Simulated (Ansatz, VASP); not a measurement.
## One calculation of Mg, two programs

File INCAR:

```
PREC = Accurate
ENCUT = 520
EDIFF = 1E-7
ISMEAR = -1
SIGMA = 0.1
LREAL = False
LASPH = True
NELM = 100
ALGO = Normal
ISIF = 2
LWAVE = False
LCHARG = False
GGA = PS
NBANDS = 7
```

KPOINTS

```
regular mesh
0
Gamma
  14 14 14
```

The input POSCAR:

```
Mg
1.0
   -1.7778048103      1.7778048103      1.7778048103
    1.7778048103     -1.7778048103      1.7778048103
    1.7778048103      1.7778048103     -1.7778048103
Mg
1
Direct
    0.0000000000      0.0000000000      0.0000000000
```

Input for Ansatz:

```yaml
crystal:
  lattice:
    - [-1.7778048103, 1.7778048103, 1.7778048103]
    - [1.7778048103, -1.7778048103, 1.7778048103]
    - [1.7778048103, 1.7778048103, -1.7778048103]
  atoms:
    - { symbol: Mg, position: [0.0, 0.0, 0.0] }
hamiltonian:
  xc: pbesol
  pseudopotentials:
    kind: paw
    azcp:
      Mg: "pseudopotentials/Mg.paw.azcp"
basis:
  ecutwfc: 420
  fft_grid_basis: typed
kpoints:
  mp_grid: { grid: [14, 14, 14], shift: [0, 0, 0] }
magnetization:
  spin_polarized: false
scf:
  occupations: { method: fermi_dirac, width: 0.1 }
  lower_state_search: "off"
output:
  stress: true
  write_density: true
  write_potential: true
  elf: true
  volumetric_format: npy
```

Alike in both runs: task single point; functional PBEsol; k mesh 14 × 14 × 14; occupations fermi-dirac, width 0.1 eV; no spin polarisation.

|  | VASP | Ansatz |
| --- | --- | --- |
| version | VASP 6.6.1 | Ansatz 0.2.0 |
| potentials or method | VASP PAW PBE potentials, release 64 (Mg), cutoff 520 eV | plane waves (420 eV) with PAW, scalar-relativistic |
| valence electrons in the cell | 2 | 10 |

|  | VASP | Ansatz | Ansatz less VASP |
| --- | --- | --- | --- |
| pressure (GPa) | 0.0 | 0.0 | +0.05 |

VASP's potentials were made for PBE, not for PBEsol, and Ansatz warns of the same on its side. VASP's potentials hold 2 valence electrons a cell and Ansatz's 10, so a difference there can come from the potentials and not from the codes.
